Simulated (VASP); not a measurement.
Ti:

```
CELL_PARAMETERS angstrom
2.95000 0.00000 0.00000
-1.47500 2.55477 0.00000
0.00000 0.00000 4.68000
ATOMIC_POSITIONS crystal
Ti 0.33333 0.66667 0.25000
Ti 0.66667 0.33333 0.75000
```

* Program: VASP 6.6.1
* Task: relaxation of cell and atoms
* Functional: PBEsol
* Potentials or basis: VASP PAW PBE potentials, release 64 (Ti_sv)
* Cutoff: 600 eV
* k mesh: 16 × 16 × 8
* Occupations: fermi-dirac, width 0.08 eV
* Spin: no spin polarisation

At the start: pressure -5.9 GPa; volume 17.64 Å³/atom.

Task: Where does the relaxation end?

Result: Over 15 steps the energy falls by 18.1 meV/atom and the volume is 16.69 Å³/atom (-5.3 %); space group P6_3/mmc (No. 194, to 0.05 Å).

The path:
| step | energy change (eV) | largest force (eV/Å) | pressure (GPa) | volume (Å³) |
| --- | --- | --- | --- | --- |
| 1 | 0.0000 | 0.0000 | -5.87 | 35.27 |
| 2 | -0.0161 | 0.0000 | 5.05 | 32.07 |
| 3 | -0.0362 | 0.0000 | -0.02 | 33.39 |
| 4 | -0.0362 | 0.0000 | 0.09 | 33.35 |
| 5 | -0.0362 | 0.0000 | -0.01 | 33.39 |
| 6 | -0.0362 | 0.0000 | -0.03 | 33.40 |
| 7 | -0.0362 | 0.0000 | -0.06 | 33.40 |
| 8 | -0.0362 | 0.0000 | 0.02 | 33.38 |
| 9 | -0.0362 | 0.0000 | 0.00 | 33.39 |
| 10 | -0.0362 | 0.0000 | -0.04 | 33.39 |
| 11 | -0.0362 | 0.0000 | -0.04 | 33.39 |
| 12 | -0.0362 | 0.0000 | 0.05 | 33.37 |
| 13 | -0.0362 | 0.0000 | 0.01 | 33.38 |
| 14 | -0.0362 | 0.0000 | 0.01 | 33.38 |
| 15 | -0.0362 | 0.0000 | 0.00 | 33.39 |

Final structure:
```
Ti
1.0
     2.89923    0.00000    0.00000
    -1.44962    2.51081    0.00000
     0.00000    0.00000    4.58666
Ti
2
Direct
  0.33333 0.66667 0.25000
  0.66667 0.33333 0.75000
```

Caveat: the PAW data sets were made with another functional, which shifts forces and pressure a little.
